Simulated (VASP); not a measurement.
Runs of VASP 6.6.1 on MnS. It takes space group R-3m (No. 166, trigonal). Conventional cell: a = 3.660 Å, b = 3.660 Å, c = 8.913 Å, α = 90.00°, β = 90.00°, γ = 120.00°. Within 3.4 Å of Mn (site symmetry -3m) lie 6 S at 2.58 Å. S (site symmetry -3m) has 6 Mn at 2.58 Å within 3.4 Å. 

```tsv
level	potentials or basis	U	smearing	gap on the mesh (eV)	pressure (GPa)	moment (μB)
PBEsol	VASP PAW PBE potentials, release 64 (Mn_pv, S)	-	gaussian 0.05 eV	none	-5.9	(a)
PBE+D4+U	VASP PAW PBE potentials, release 64 (S, Mn_pv)	Mn d U = 2.0 eV	gaussian 0.01 eV	none	0.9	4.96
PBE	VASP PAW PBE potentials, release 64 (Mn_pv, S)	-	gaussian 0.1 eV	none	-1.5	4.66
PBE	VASP PAW PBE potentials, release 64 (S, Mn_pv)	-	gaussian 0.1 eV	none	-1.5	4.66
```

Alike in all rows: task single point; spin collinear, ferromagnetic start; cell as given; k mesh 9 × 9 × 9; cutoff (eV) 520.

Problem. Fill in the values left out.

Solution. (a) 4.64.

Caveats: a cell with one magnetic atom can't hold antiferromagnetic order, which such compounds often take; semilocal functionals often make such compounds metallic where correlation or magnetic order opens a gap, which also shifts bond lengths (at least some runs); the cell stands under tension (at least some runs); the PAW data sets were made with another functional, which shifts forces and pressure a little (at least some runs).

A gap of «none» marks levels without a gap at the run's occupations.
